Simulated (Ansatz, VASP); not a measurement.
# Na2Sr2Te3: VASP beside Ansatz

```
CELL_PARAMETERS angstrom
4.55476 0.00000 0.00000
-2.27738 3.94453 0.00000
0.00000 0.00000 6.91454
ATOMIC_POSITIONS crystal
Na 0.33333 0.66667 0.50000
Na 0.66667 0.33333 0.50000
Sr 0.33333 0.66667 0.00000
Sr 0.66667 0.33333 0.00000
Te 0.00000 0.00000 0.50000
Te 0.00000 0.00000 0.28357
Te 0.00000 0.00000 0.71643
```

Alike in both runs: task single point; functional PBE; k mesh 6 × 6 × 4; occupations gaussian, width 0.1 eV; no spin polarisation.

```csv
,VASP,Ansatz
version,VASP 6.6.1,Ansatz 0.2.0
potentials or method,"VASP PAW PBE potentials, release 64 (Na_pv, Sr_sv, Te), cutoff 520 eV","scalar-relativistic, plane waves, PAW"
valence electrons in the cell,52,86
```

|  | VASP | Ansatz | Ansatz less VASP |
| --- | --- | --- | --- |
| gap on the k mesh at the Fermi level (eV) | none | none | - |
| rms of the force components (eV/Å) | 51.390 | 52.987 | +1.5972 |

Atom by atom the forces differ by 1.597 eV/Å (rms over components). A gap of «none» marks a metal or a gap that the smearing closes. VASP's potentials hold 52 valence electrons a cell and Ansatz's 86, so a difference there can come from the potentials and not from the codes.

Spin-orbit coupling is off throughout.
